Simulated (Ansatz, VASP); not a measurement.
**CsPbBr3 in VASP and in Ansatz**

INCAR

```
ALGO = Normal
EDIFF = 1E-6
ENCUT = 520
GGA = PS
ISIF = 2
ISMEAR = 0
LASPH = T
LCHARG = F
LREAL = F
LWAVE = F
NBANDS = 30
NELM = 80
PREC = Accurate
SIGMA = 0.01
```

File KPOINTS:

```
k-points
0
Gamma
  4 4 4
```

File POSCAR:

```
CsPbBr3
1.0
    5.8700000000      0.0000000000      0.0000000000
    0.0000000000      5.8700000000      0.0000000000
    0.0000000000      0.0000000000      5.8700000000
Pb Cs Br
1 1 3
Direct
    0.5000000000      0.5000000000      0.5000000000
    0.0000000000      0.0000000000      0.0000000000
    0.5000000000      0.5000000000      0.0000000000
    0.5000000000      0.0000000000      0.5000000000
    0.0000000000      0.5000000000      0.5000000000
```

File input.yaml:

```yaml
crystal:
  lattice:
    - [5.87, 0.0, 0.0]
    - [0.0, 5.87, 0.0]
    - [0.0, 0.0, 5.87]
  atoms:
    - { symbol: Pb, position: [0.5, 0.5, 0.5] }
    - { symbol: Cs, position: [0.0, 0.0, 0.0] }
    - { symbol: Br, position: [0.5, 0.5, 0.0] }
    - { symbol: Br, position: [0.5, 0.0, 0.5] }
    - { symbol: Br, position: [0.0, 0.5, 0.5] }
kpoints:
  mp_grid: { grid: [4, 4, 4] }
  band_path:
    path: [[0.0, 0.0, 0.0], [0.0, 0.5, 0.0], [0.5, 0.5, 0.0], [0.5, 0.5, 0.5]]
    npoints: 1
hamiltonian:
  xc: pbesol
scf:
  occupations: { method: fixed }
  n_extra_bands: 5
output:
  forces: true
  stress: true
  eigenvalues: true
  write_density: true
  write_potential: true
  elf: true
  volumetric_format: npy
```

Alike in both runs: functional PBEsol; k mesh 4 × 4 × 4; no spin polarisation.

```csv
,VASP,Ansatz
version,VASP 6.6.1,Ansatz 0.2.0
potentials or method,"VASP PAW PBE potentials, release 64 (Pb_d, Cs_sv, Br)",Ansatz PAW
plane-wave cutoff (eV),520,420
occupations,"gaussian, width 0.01 eV",fixed
valence electrons in the cell,44,44
task,single point,band structure
```

|  | VASP | Ansatz | Ansatz less VASP |
| --- | --- | --- | --- |
| gap on the k mesh at the Fermi level (eV) | 1.42 | 1.42 | -0.001 |
| least direct gap on the mesh (eV) | 1.42 | 1.42 | -0.001 |
| pressure (GPa) | 0.1 | 0.1 | 0.00 |

VASP's potentials were made for PBE, not for PBEsol.

Neither program's run includes spin-orbit coupling.
